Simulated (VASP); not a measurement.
A run of VASP 6.6.1:

The input INCAR:

```
PREC     = Accurate       # precision mode
ENCUT    = 600            # plane-wave cutoff, eV
EDIFF    = 1E-6           # SCF threshold, eV
ISMEAR   = 0              # smearing method
SIGMA    = 0.02           # smearing width, eV
LREAL    = F              # projectors in reciprocal space
LASPH    = T              # aspherical terms in the spheres
NELM     = 100            # most SCF steps
ALGO     = Normal         # electronic algorithm
ISIF     = 3              # what is computed and relaxed
LWAVE    = F              # write WAVECAR
LCHARG   = F              # write CHGCAR
GGA      = PS             # functional
IBRION   = 2              # ionic algorithm
NSW      = 80             # ionic steps
EDIFFG   = -0.01          # ionic threshold
```

KPOINTS

```
regular mesh
0
Gamma
  6 6 6
```

File POSCAR:

```
CaSe
1.0
    0.0000000000      3.2333460577      3.2333460577
    3.2333460577      0.0000000000      3.2333460577
    3.2333460577      3.2333460577      0.0000000000
Ca Se
1 1
Direct
    0.0000000000      0.0000000000      0.0000000000
    0.2500000000      0.2500000000      0.2500000000
```

Potentials or basis: VASP PAW PBE potentials, release 64 (Ca_sv, Se).

Launch:

```sh
$ cat potpaw_PBE.64/Ca_sv/POTCAR potpaw_PBE.64/Se/POTCAR > POTCAR
$ mpirun -np 1 vasp_std > vasp.out
```

Hardware: 1 thread of AMD EPYC 9R45 96-Core Processor (Zen 5), with other jobs on the host.

Task: Estimate the wall time of this run.

Result: Run time: 25 s on 1 thread of AMD EPYC 9R45 96-Core Processor (Zen 5), with other jobs on the host, peak memory 0.21 GiB. Counts: scf iterations 28, k points 16, ion steps 3.
